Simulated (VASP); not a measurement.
Input of a VASP 6.6.1 run:

File INCAR:

```
ALGO = Fast
EDIFF = 1E-6
ENCUT = 520
GGA = PE
ISIF = 2
ISMEAR = 1
LASPH = True
LCHARG = False
LREAL = False
LWAVE = False
NBANDS = 8
NELM = 80
PREC = Accurate
SIGMA = 0.4
```

KPOINTS

```
k-points
0
Gamma
  40 40 40
```

The input POSCAR:

```
Al
1.0
    0.0000000000      2.0201987738      2.0201987738
    2.0201987738      0.0000000000      2.0201987738
    2.0201987738      2.0201987738      0.0000000000
Al
1
Direct
    0.0000000000      0.0000000000      0.0000000000
```

Potentials or basis: VASP PAW PBE potentials, release 64 (Al).

Run with:

```bash
$ cat potpaw_PBE.64/Al/POTCAR > POTCAR
$ mpirun -np 1 vasp_std > vasp.out
```

Estimate the pressure.

0.0 GPa.
